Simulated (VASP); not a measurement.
ZrH2, 3 atoms in the cell. It takes space group Fm-3m (No. 225, cubic). Conventional cell: a = 4.850 Å, b = 4.850 Å, c = 4.850 Å, α = 90.00°, β = 90.00°, γ = 90.00°. Within 2.8 Å of Zr (site symmetry m-3m) lie 8 H at 2.10 Å. Within 2.8 Å of H (site symmetry -43m) lie 4 Zr at 2.10 Å and 6 H at 2.43 Å. 

| Quantity | Value |
| --- | --- |
| Program | VASP 6.6.1 |
| Task | single point |
| Functional | PBEsol |
| Potentials or basis | VASP PAW PBE potentials, release 64 (Zr_sv, H) |
| Cutoff | 520 eV |
| k mesh | 10 × 10 × 10 |
| Occupations | fermi-dirac, width 0.1 eV |
| Spin | no spin polarisation |
| Dipole correction | no |
| Further INCAR settings | ALGO = Normal; EDIFF = 1e-06; NBANDS = 14 |

Potentials or basis: VASP PAW PBE potentials, release 64 (Zr_sv, H).

Launch:

```sh
$ cat potpaw_PBE.64/Zr_sv/POTCAR potpaw_PBE.64/H/POTCAR > POTCAR
$ mpirun -np 1 vasp_std > vasp.out
```

Hardware: 1 thread of Intel(R) Xeon(R) 6975P-C (Granite Rapids), with other jobs on the host.

Estimate the wall time of this run.

Run time: 9.5 s on 1 thread of Intel(R) Xeon(R) 6975P-C (Granite Rapids) (shared host), peak memory 0.16 GiB. Counts: scf iterations 12, k points 47.
